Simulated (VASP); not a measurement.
Runs of VASP 6.6.1 on Sb. The structure is that of space group P6_3/mmc (No. 194), or close to it. The cells are those of the table. This isn't the form of Sb at room conditions, which is rhombohedral.

```tsv
cell	gap on the mesh (eV)	pressure (GPa)
a = 3.369, b = 3.369, c = 4.904 Å, angles 90.0, 90.0, 120.0°, 2 atoms	none	9.7
a = 3.504, b = 3.504, c = 4.904 Å, angles 90.0, 90.0, 120.0°, 2 atoms	none	3.2
a = 3.369, b = 3.369, c = 5.543 Å, angles 90.0, 90.0, 120.0°, 2 atoms	none	-0.4
a = 3.234, b = 3.234, c = 5.117 Å, angles 90.0, 90.0, 120.0°, 2 atoms	none	(a)
```

Alike in all rows: task single point; level r2SCAN; potentials or basis VASP PAW PBE potentials, release 64 (Sb); no spin polarisation; k mesh 18 × 18 × 10; cutoff (eV) 520; smearing gaussian 0.15 eV.

Question: Fill in the values left out.

Answer: (a) 13.8.

Caveats: the PAW data sets were made with another functional, which shifts forces and pressure a little; spin-orbit coupling is left out, which moves the levels of the heavy elements; the cell stands under pressure (at least some runs).

A k mesh can miss the band edges, and the runs leave out spin-orbit coupling on Sb.

A gap of «none» marks levels without a gap at the run's occupations.
